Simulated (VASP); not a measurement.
# MoS2 (Cm) in VASP: single point with PBE+D3(BJ)

Aim: the single point of MoS2 with PBE+D3(BJ).

Everything below comes from runs of VASP 6.6.1. Logs are shortened: lines on timing, memory, paths and dates and some standing lists are left out, and cuts for length are marked.

**1. The cell of the first run**

The structure is monoclinic, space group Cm (No. 8). The conventional cell has a = 5.461 Å, b = 3.153 Å, c = 17.953 Å, α = 90.00°, β = 98.75°, γ = 90.00°. Mo (site symmetry m) has 6 S at 2.40 Å and 6 Mo at 3.15 Å within 3.2 Å. Mo (site symmetry m) has 6 S at 2.40 Å and 6 Mo at 3.15 Å within 3.2 Å. Within 3.2 Å of Mo (site symmetry m) lie 6 S at 2.40 Å and 6 Mo at 3.15 Å. Within 3.2 Å of S (site symmetry m) lie 3 Mo at 2.40 Å and 7 S at 3.13 to 3.15 Å. S (site symmetry m) has 3 Mo at 2.40 Å and 8 S at 2.77 to 3.15 Å within 3.2 Å. S (site symmetry m) has 3 Mo at 2.40 Å and 7 S at 3.13 to 3.15 Å within 3.2 Å. Within 3.2 Å of S (site symmetry m) lie 3 Mo at 2.40 Å and 7 S at 3.13 to 3.15 Å. Within 3.2 Å of S (site symmetry m) lie 3 Mo at 2.40 Å and 7 S at 3.13 to 3.15 Å.

**2. Single point, PBE+D3(BJ)**

Input file INCAR:

```
PREC     = Accurate       # precision mode
ENCUT    = 500            # plane-wave cutoff, eV
EDIFF    = 1E-6           # SCF threshold, eV
ISMEAR   = 0              # smearing method
SIGMA    = 0.05           # smearing width, eV
LREAL    = F              # projectors in reciprocal space
LASPH    = T              # aspherical terms in the spheres
NELM     = 120            # most SCF steps
ALGO     = Normal         # electronic algorithm
ISIF     = 2              # what is computed and relaxed
LWAVE    = F              # write WAVECAR
LCHARG   = F              # write CHGCAR
GGA      = PE             # functional
IVDW     = 12             # dispersion correction
ISYM     = 0            
NBANDS   = 49             # bands
GGA_COMPAT= F
```

Input file KPOINTS:

```
regular mesh
0
Gamma
  10 10 2
```

Input file POSCAR:

```
MoS2
1.0
   -1.5765748091     -2.7307076713      0.0000000000
    1.5765748091     -2.7307076713      0.0000000000
   -1.5765748091      0.0000000000     17.7436700547
Mo S
3 6
Direct
    0.5774455154      1.4225544846      0.8451089693
    0.2488086926      0.4178579741      0.1690492816
    0.4131271040      0.9202062294      0.5070791254
    0.7024220975      1.2975779025      0.5951558049
   -0.1332594911      0.7999261577      0.9331856488
    0.5381036861      0.7952296472      0.2571259610
    0.7905418657      1.2094581343      0.4189162685
   -0.0451397229      0.7118063895      0.7569461124
    0.6262234543      0.7071098790      0.0808864246
```

Potentials or basis: VASP PAW PBE potentials, release 64 (Mo_sv, S).

Started as:

```
cat potpaw_PBE.64/Mo_sv/POTCAR potpaw_PBE.64/S/POTCAR > POTCAR
mpirun -np 1 vasp_std > vasp.out
```

OUTCAR:

```text
PREC = Accurate
   ENCUT = 500
   EDIFF = 1E-6
   ISMEAR = 0
   LREAL = F
   LASPH = T
   NELM = 120
   ISIF = 2
   GGA = PE
   IVDW = 12
   ISYM = 0
 IVDW          = 12

 ion  position               nearest neighbor table
   1  0.577  0.423  0.845-   5 2.40   5 2.40   5 2.40   8 2.40   8 2.40   8 2.40
   2  0.249  0.418  0.169-   6 2.40   6 2.40   6 2.40   9 2.40   9 2.40   9 2.40
   3  0.413  0.920  0.507-   4 2.40   4 2.40   4 2.40   7 2.40   7 2.40   7 2.40
   4  0.702  0.298  0.595-   3 2.40   3 2.40   3 2.40
   5  0.867  0.800  0.933-   1 2.40   1 2.40   1 2.40   9 2.77
   6  0.538  0.795  0.257-   2 2.40   2 2.40   2 2.40
   7  0.791  0.209  0.419-   3 2.40   3 2.40   3 2.40
   8  0.955  0.712  0.757-   1 2.40   1 2.40   1 2.40
   9  0.626  0.707  0.081-   2 2.40   2 2.40   2 2.40   5 2.77

IMPORTANT INFORMATION: All symmetrisations will be switched off!
NOSYMM: (Re-)initialisation of all symmetry stuff for point group C_1.

----------------------------------------------------------------------------------------

                                     Primitive cell

  volume of cell :     152.7789

  direct lattice vectors                    reciprocal lattice vectors
    -1.576574809 -2.730707671  0.000000000    -0.317143213 -0.183102719 -0.028179063
     1.576574809 -2.730707671  0.000000000     0.317143213 -0.183102719  0.028179063
    -1.576574809  0.000000000 17.743670055     0.000000000  0.000000000  0.056358126

  length of vectors
     3.153149618  3.153149618 17.813573901     0.367288011  0.367288011  0.056358126

  position of ions in fractional coordinates (direct lattice)
     0.577445515  0.422554485  0.845108969
     0.248808693  0.417857974  0.169049282
     0.413127104  0.920206229  0.507079125
     0.702422097  0.297577903  0.595155805
     0.866740509  0.799926158  0.933185649
     0.538103686  0.795229647  0.257125961
     0.790541866  0.209458134  0.418916268
     0.954860277  0.711806389  0.756946112
     0.626223454  0.707109879  0.080886425

  ion indices of the primitive-cell ions
   primitive index   ion index
                 1           1
                 2           2
                 3           3
                 4           4
                 5           5
                 6           6
                 7           7
                 8           8
                 9           9

----------------------------------------------------------------------------------------

 KPOINTS: regular mesh

Automatic generation of k-mesh.
 Grid dimensions read from file:
 generate k-points for:   10   10    2

 Generating k-lattice:

  Cartesian coordinates                     Fractional coordinates (reciprocal lattice)
    -0.031714321 -0.018310272 -0.002817906     0.100000000  0.000000000 -0.000000000
     0.031714321 -0.018310272  0.002817906     0.000000000  0.100000000  0.000000000
     0.000000000  0.000000000  0.028179063     0.000000000  0.000000000  0.500000000

  Length of vectors
     0.036728801  0.036728801  0.028179063

  Shift w.r.t. Gamma in fractional coordinates (k-lattice)
     0.000000000  0.000000000  0.000000000

 -----------------------------------------------------------------------------
|                                                                             |
|           W    W    AA    RRRRR   N    N  II  N    N   GGGG   !!!           |
|           W    W   A  A   R    R  NN   N  II  NN   N  G    G  !!!           |
|           W    W  A    A  R    R  N N  N  II  N N  N  G       !!!           |
|           W WW W  AAAAAA  RRRRR   N  N N  II  N  N N  G  GGG   !            |
|           WW  WW  A    A  R   R   N   NN  II  N   NN  G    G                |
|           W    W  A    A  R    R  N    N  II  N    N   GGGG   !!!           |
|                                                                             |
|     Your reciprocal lattice and k-lattice belong to different lattice       |
|     classes:                                                                |
|                                                                             |
|        The reciprocal lattice is body-centered orthorhombic,                |
|        whereas your k-lattice is base-centered monoclinic.                  |
|                                                                             |
|     Results are often still useful ...                                      |
|                                                                             |
 -----------------------------------------------------------------------------

 WARNING: IBZKPT: internal override: KBLOWUP is changed to .FALSE.
      ... skipping the blow-up phase ...

 Subroutine IBZKPT returns following result:
 ===========================================

 Found    104 irreducible k-points:

 Following reciprocal coordinates:
            Coordinates               Weight
  0.000000  0.000000  0.000000      1.000000
  0.100000 -0.000000  0.000000      2.000000
  0.200000 -0.000000  0.000000      2.000000
  0.300000 -0.000000  0.000000      2.000000
  0.400000 -0.000000  0.000000      2.000000
  0.500000 -0.000000  0.000000      1.000000
[... 16 lines left out ...]
 -0.400000  0.200000 -0.000000      2.000000
 -0.300000  0.200000 -0.000000      2.000000
 [... further k-points ...]
   k-points           NKPTS =    104   k-points in BZ     NKDIM =    104   number of bands    NBANDS=     49
   number of dos      NEDOS =    301   number of ions     NIONS =      9
   total plane-waves  NPLWV =  80640
   dimension x,y,z NGX =    24 NGY =   24 NGZ =  140
   dimension x,y,z NGXF=    48 NGYF=   48 NGZF=  280
   ions per type =               3   6
   NGX,Y,Z   is equivalent  to a cutoff of  12.65, 12.65, 13.07 a.u.
   NGXF,Y,Z  is equivalent  to a cutoff of  25.31, 25.31, 26.13 a.u.
 SYSTEM =  unknown system
   PREC   = accura    normal or accurate (medium, high low for compatibility)
   ISTART =      0    job   : 0-new  1-cont  2-samecut
   ICHARG =      2    charge: 1-file 2-atom 10-const
   ISPIN  =      1    spin polarized calculation?
   LNONCOLLINEAR =      F non collinear calculations
   LSORBIT =      F    spin-orbit coupling
   LASPH  =      T    aspherical Exc in radial PAW
   ENCUT  =  500.0 eV  36.75 Ry    6.06 a.u.   5.75  5.75 32.48*2*pi/ulx,y,z
   NELM   =    120;   NELMIN=  2; NELMDL= -5     # of ELM steps
   EDIFF  = 0.1E-05   stopping-criterion for ELM
   LREAL  =      F    real-space projection
   EDIFFG = 0.1E-04   stopping-criterion for IOM
   NSW    =      0    number of steps for IOM
   IBRION =     -1    ionic relax: 0-MD 1-quasi-New 2-CG
   NFREE  =      0    steps in history (QN), initial steepest desc. (CG)
   ISIF   =      2    stress and relaxation
   ISYM   =      0    0-nonsym 1-usesym 2-fastsym
   POTIM  = 0.5000    time-step for ionic-motion
   TEBEG  =    0.0;   TEEND  =   0.0 temperature during run
   PSTRESS=    0.0 pullay stress
   NELECT =      78.0000    total number of electrons
   NUPDOWN=      -1.0000    fix difference up-down
   EMIN   =  10.00;   EMAX   =-10.00  energy-range for DOS
   EFERMI =   0.00;   METHOD = LEGACY
   ISMEAR =     0;   SIGMA  =   0.05  broadening in eV -4-tet -1-fermi 0-gaus
   EFERMI_NEDOS =   21; number of points for ismear=-14 and -15
   IALGO  =     38    algorithm
   IMIX   =      4    mixing-type and parameters
     AMIX     =   0.40;   BMIX     =  1.00
     AMIX_MAG =   1.60;   BMIX_MAG =  1.00
  volume/ion in A,a.u.               =      16.98       114.56
  Fermi-wavevector in a.u.,A,eV,Ry     =   1.308434  2.472582 23.293182  1.712001
  Thomas-Fermi vector in A             =   2.439101
   LORBIT       =      0    0 simple, 1 ext, 2 COOP (PROOUT), +10 PAW based schemes
   GGA     = PE    functional components
   LHFCALC =     F    Hartree Fock is set to
   AEXX    =    0.0000 exact exchange contribution
   IVDW    =    12    specifies the selected vdW correction
   LEPSILON=     F    determine dielectric tensor
   LRPA    =     F    only Hartree local field effects (RPA)
 non-spin polarized calculation
 Gauss-broadening in eV      SIGMA  =   0.05
  energy-cutoff  :      500.00
  volume of cell :      152.78
 maximum number of plane-waves:      3914
   NGX = 11   NGY = 11   NGZ = 65

 number of electron      77.9999999 magnetization

 Free energy of the ion-electron system (eV)
  ---------------------------------------------------
  ext. energy  EPLUGINS =         0.00000000
  ---------------------------------------------------
  free energy    TOTEN  =       -64.98334563 eV

  energy without entropy =      -64.98334563  energy(sigma->0) =      -64.98334563

 E-fermi :   8.8160     XC(G=0): -11.1404

 val. band max:        8.5199885153   @ k =   0.0000   0.0000   0.5000
 cond. band min:       9.0588348535   @ k =   0.4000   0.2000   0.0000
 fundamental gap:      0.5388463382
 Fermi energy:         8.8159816078

 k-point     1 :       0.0000    0.0000    0.0000
  band No.  band energies     occupation
      1     -53.3431      2.00000
      2     -53.3027      2.00000
      3     -53.2767      2.00000
      4     -27.5140      2.00000
      5     -27.4673      2.00000
      6     -27.4477      2.00000
[... 41 lines left out ...]
     48      10.5330      0.00000
     49      10.6431      0.00000

 k-point     2 :       0.1000   -0.0000    0.0000
  band No.  band energies     occupation
      1     -53.3390      2.00000
      2     -53.2986      2.00000
      3     -53.2726      2.00000
      4     -27.5061      2.00000
      5     -27.4594      2.00000
      6     -27.4399      2.00000
[... 41 lines left out ...]
     48      10.4800      0.00000
     49      10.5603      0.00000

 k-point     3 :       0.2000   -0.0000    0.0000
  band No.  band energies     occupation
      1     -53.3284      2.00000
      2     -53.2880      2.00000
      3     -53.2620      2.00000
      4     -27.4854      2.00000
      5     -27.4387      2.00000
      6     -27.4194      2.00000
[... 1081 lines left out ...]
     48      11.2507      0.00000
     49      12.0181      0.00000

 k-point    24 :      -0.3000    0.2000   -0.0000
  band No.  band energies     occupation
      1     -53.3006      2.00000
      2     -53.2602      2.00000
      3     -53.2342      2.00000
      4     -27.6085      2.00000
      5     -27.5700      2.00000
      6     -27.5442      2.00000
[... 41 lines left out ...]
     48      11.0792      0.00000
     49      12.0039      0.00000

 [... further k-points ...]

------------------------ aborting loop because EDIFF is reached ----------------------------------------

 Edisp (eV)   -4.02216

 E8    (eV) :    -1.6223

  FORCE on cell =-STRESS in cart. coord.  units (eV):
  Direction    XX          YY          ZZ          XY          YZ          ZX
  --------------------------------------------------------------------------------------
  -------------------------------------------------------------------------------------
  Total      -0.17059     0.33513     2.20837    -0.00000     1.50369     0.00002
  in kB      -1.78892     3.51446    23.15897    -0.00001    15.76902     0.00024
  external pressure =        8.29 kB  Pullay stress =        0.00 kB

 VOLUME and BASIS-vectors are now :
 -----------------------------------------------------------------------------
  energy-cutoff  :      500.00
  volume of cell :      152.78
      direct lattice vectors                 reciprocal lattice vectors
    -1.576574809 -2.730707671  0.000000000    -0.317143213 -0.183102719 -0.028179063
     1.576574809 -2.730707671  0.000000000     0.317143213 -0.183102719  0.028179063
    -1.576574809  0.000000000 17.743670055     0.000000000  0.000000000  0.056358126

 POSITION                                       TOTAL-FORCE (eV/Angst)
 -----------------------------------------------------------------------------------
     -1.57657     -2.73071     14.99533        -0.000067     -0.073513     -0.115144
     -0.00000     -1.82047      2.99955        -0.000048      0.054989      0.063540
      0.00000     -3.64094      8.99744        -0.000017      0.000122      0.003919
     -1.57657     -2.73071     10.56025         0.000056      0.000387     -0.016622
     -1.57657     -4.55118     16.55814         0.000061     -0.448645     -0.694503
      0.00000     -3.64094      4.56236         0.000045      0.007183      0.002790
     -1.57657     -2.73071      7.43311        -0.000023     -0.000030      0.012229
     -1.57657     -4.55118     13.43100         0.000012      0.014621      0.016884
      0.00000     -3.64094      1.43522        -0.000019      0.444886      0.726907
 -----------------------------------------------------------------------------------
    total drift:                                0.000027     -0.000086      0.000126

  FREE ENERGIE OF THE ION-ELECTRON SYSTEM (eV)
  ---------------------------------------------------
  free  energy   TOTEN  =       -69.0055064769 eV

  energy  without entropy=      -69.0055064769  energy(sigma->0) =      -69.00550648
```

Wall time 28 min (1 thread of AMD EPYC 7R13, shared host); peak memory 0.61 GiB.

What came out:

```yaml
Free_energy: -69.0055 eV
Pressure: 0.8 GPa
Largest_force: 0.852 eV/Å
Band_gap_on_the_k_mesh: 0.54 eV (least direct gap 1.65 eV)
Dispersion_energy_per_atom: -0.447 eV
```

Forces in eV/Å, atoms in the order of the input:
```
Mo   0.000 -0.074 -0.115
Mo   0.000  0.055  0.064
Mo   0.000  0.000  0.004
S    0.000  0.000 -0.017
S    0.000 -0.449 -0.695
S    0.000  0.007  0.003
S    0.000  0.000  0.012
S    0.000  0.015  0.017
S    0.000  0.445  0.727
```

Stress tensor (GPa, compression positive):
```
-0.18  0.00  0.00
 0.00  0.35  1.58
 0.00  1.58  2.32
```

A k mesh can miss the band edges.
